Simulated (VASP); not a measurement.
Runs of VASP 6.6.1 on Ag. The structure is that of space group P6/mmm (No. 191), or close to it. The cells are those of the table. This isn't the form of Ag at room conditions, which is fcc.

| task | cell | k mesh | cutoff (eV) | gap on the mesh (eV) | pressure (GPa) | relaxed volume (Å³/atom) |
| --- | --- | --- | --- | --- | --- | --- |
| single point | a = 2.843, b = 2.843, c = 2.776 Å, angles 90.0, 90.0, 120.0°, 1 atom | 24 × 24 × 20 | 520 | none | -0.1 | - |
| relaxation of cell and atoms | relaxed from a = 2.858, b = 2.858, c = 2.756 Å, angles 90.0, 90.0, 120.0°, 1 atom | 24 × 24 × 20 | 600 | none | 0.0 | (a) |
| single point | a = 2.858, b = 2.858, c = 2.756 Å, angles 90.0, 90.0, 120.0°, 1 atom | 9 × 9 × 6 | 520 | none | -0.1 | - |
| single point | a = 2.794, b = 2.794, c = 2.611 Å, angles 90.0, 90.0, 120.0°, 1 atom | 9 × 9 × 8 | 520 | none | 9.4 | - |
| relaxation of cell and atoms | relaxed from a = 2.794, b = 2.794, c = 2.611 Å, angles 90.0, 90.0, 120.0°, 1 atom | 9 × 9 × 6 | 600 | none | 0.0 | 19.46 |

Alike in all rows: level PBE; potentials or basis VASP PAW PBE potentials, release 64 (Ag); no spin polarisation; smearing gaussian 0.1 eV.

Q: Fill in the values left out.

A: (a) 19.41.

Caveats: some runs use coarse meshes; the stress differs along the axes, from 5 to 17 GPa (at least some runs).

A k mesh can miss the band edges, and the runs leave out spin-orbit coupling on Ag.

A gap of «none» marks levels without a gap at the run's occupations.
